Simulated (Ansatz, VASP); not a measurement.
# KBr: VASP beside Ansatz

File POSCAR:

```
KBr
1.0
    0.0000000000      3.2348143817      3.2348143817
    3.2348143817      0.0000000000      3.2348143817
    3.2348143817      3.2348143817      0.0000000000
K Br
1 1
Direct
    0.0000000000      0.0000000000      0.0000000000
    0.5000000000      0.5000000000      0.5000000000
```

Contents of INCAR.step1:

```
SYSTEM = KBr
PREC = Accurate
ENCUT = 520
ISMEAR = 0
SIGMA = 0.02
LREAL = .False.
LASPH = .True.
NELM = 80
NBANDS = 15
GGA = PE
ALGO = Normal
EDIFF = 1E-4
LWAVE = .True.
LCHARG = .False.
```

The input INCAR.step2:

```
SYSTEM = KBr
PREC = Accurate
ENCUT = 520
EDIFF = 1E-6
ISMEAR = 0
SIGMA = 0.02
LREAL = .False.
LASPH = .True.
NELM = 80
ALGO = Normal
ISIF = 2
LWAVE = .False.
LCHARG = .False.
METAGGA = R2SCAN
LMIXTAU = .True.
NBANDS = 15
ISTART = 1
```

KPOINTS

```
regular mesh
0
Gamma
  6 6 6
  0 0 0
```

Input for Ansatz:

```yaml
crystal:
  lattice:
    - [0.0, 3.2348143817, 3.2348143817]
    - [3.2348143817, 0.0, 3.2348143817]
    - [3.2348143817, 3.2348143817, 0.0]
  atoms:
    - { symbol: K, position: [0.0, 0.0, 0.0] }
    - { symbol: Br, position: [0.5, 0.5, 0.5] }
basis:
  ecutwfc: 500
kpoints:
  mp_grid: { grid: [6, 6, 6] }
hamiltonian:
  xc: r2scan
scf:
  occupations: { method: gaussian, width: 0.02 }
output:
  forces: true
  stress: true
  eigenvalues: true
```

Alike in both runs: task single point; functional r2SCAN; k mesh 6 × 6 × 6; occupations gaussian, width 0.02 eV; no spin polarisation.

|  | VASP | Ansatz |
| --- | --- | --- |
| version | VASP 6.6.1 | Ansatz 0.2.0 |
| potentials or method | VASP PAW PBE potentials, release 64 (K_sv, Br), cutoff 520 eV | scalar-relativistic, plane waves, PAW |
| valence electrons in the cell | 16 | 16 |

```csv
,VASP,Ansatz,Ansatz less VASP
gap on the k mesh at the Fermi level (eV),5.26,5.26,-0.003
least direct gap on the mesh (eV),5.26,5.26,-0.003
pressure (GPa),1.2,1.2,-0.01
```

VASP's potentials were made for PBE, not for r2SCAN.
